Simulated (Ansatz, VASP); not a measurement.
# CuI: VASP beside Ansatz

File INCAR:

```
SYSTEM = CuI
  PREC = Accurate
  ENCUT = 520
  EDIFF = 1E-6
  ISMEAR = -1
  SIGMA = 0.02
  LREAL = .FALSE.
  LASPH = .TRUE.
  NELM = 100
  ALGO = Normal
  ISIF = 2
  LWAVE = .FALSE.
  LCHARG = .FALSE.
  GGA = PE
  NBANDS = 16
```

The input KPOINTS:

```
Automatic mesh
0
G
  8 8 8
  0 0 0
```

The input POSCAR:

```
CuI
1.0
    0.0000000000      3.0120427040      3.0120427040
    3.0120427040      0.0000000000      3.0120427040
    3.0120427040      3.0120427040      0.0000000000
Cu I
1 1
Direct
    0.2500000000      0.2500000000      0.2500000000
    0.0000000000      0.0000000000      0.0000000000
```

Input for Ansatz:

```yaml
crystal:
  lattice:
    - [0.0, 3.012042704, 3.012042704]
    - [3.012042704, 0.0, 3.012042704]
    - [3.012042704, 3.012042704, 0.0]
  atoms:
    - { symbol: Cu, position: [0.25, 0.25, 0.25] }
    - { symbol: I, position: [0.0, 0.0, 0.0] }
kpoints:
  mp_grid: { grid: [8, 8, 8] }
  band_path:
    path:
      - [[0.0, 0.0, 0.0], [-0.5, -0.5, -3.658229017278e-34], [-0.375, -0.375, 0.25]]
      - [[-0.375, -1.483791526072e-17, 0.375], [0.0, 0.0, 0.0], [-9.891943507144e-18, -9.891943507144e-18, 0.5], [-0.5, -0.25, 0.25], [-0.5, -0.5, -3.658229017278e-34]]
    npoints: 10
hamiltonian:
  xc: pbe
scf:
  occupations: { method: fermi_dirac, width: 0.02 }
  n_extra_bands: 4
output:
  forces: true
  stress: true
  eigenvalues: true
```

Alike in both runs: task single point; functional PBE; k mesh 8 × 8 × 8; occupations fermi-dirac, width 0.02 eV; no spin polarisation.

```csv
,VASP,Ansatz
version,VASP 6.6.1,Ansatz 0.2.0
potentials or method,"VASP PAW PBE potentials, release 64 (Cu, I)","plane waves, PAW"
plane-wave cutoff (eV),520,420
valence electrons in the cell,18,36
```

```tsv
	VASP	Ansatz	Ansatz less VASP
gap on the k mesh at the Fermi level (eV)	1.20	1.17	-0.023
pressure (GPa)	1.2	1.1	-0.02
```

VASP's potentials hold 18 valence electrons a cell and Ansatz's 36, so a difference there can come from the potentials and not from the codes.

Neither program's run includes spin-orbit coupling.
